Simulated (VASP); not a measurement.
A run of VASP 6.6.1 is set up as follows.

File INCAR:

```
  PREC = Accurate
  ENCUT = 520
  EDIFF = 1E-6
  ISMEAR = 0
  SIGMA = 0.016
  LREAL = False
  LASPH = True
  NELM = 60
  ALGO = Fast
  ISIF = 2
  LWAVE = False
  LCHARG = False
  GGA = PE
  NBANDS = 14
```

File KPOINTS:

```
regular mesh
0
Gamma
  12 12 12
```

POSCAR

```
Rh
1.0
    0.0000000000      1.8978500000      1.8978500000
    1.8978500000      0.0000000000      1.8978500000
    1.8978500000      1.8978500000      0.0000000000
Rh
1
Direct
    0.0000000000      0.0000000000      0.0000000000
```

Potentials or basis: VASP PAW PBE potentials, release 64 (Rh_pv).

Run with:

```bash
$ cat potpaw_PBE.64/Rh_pv/POTCAR > POTCAR
$ mpirun -np 1 vasp_std > vasp.out
```

Task: Estimate the band gap on the k mesh.

Result: Zero (an odd number of electrons rules out a gap without spin polarisation).

Task: What does it give for the pressure?

Result: 7.3 GPa.

Caveat: the cell stands under pressure.
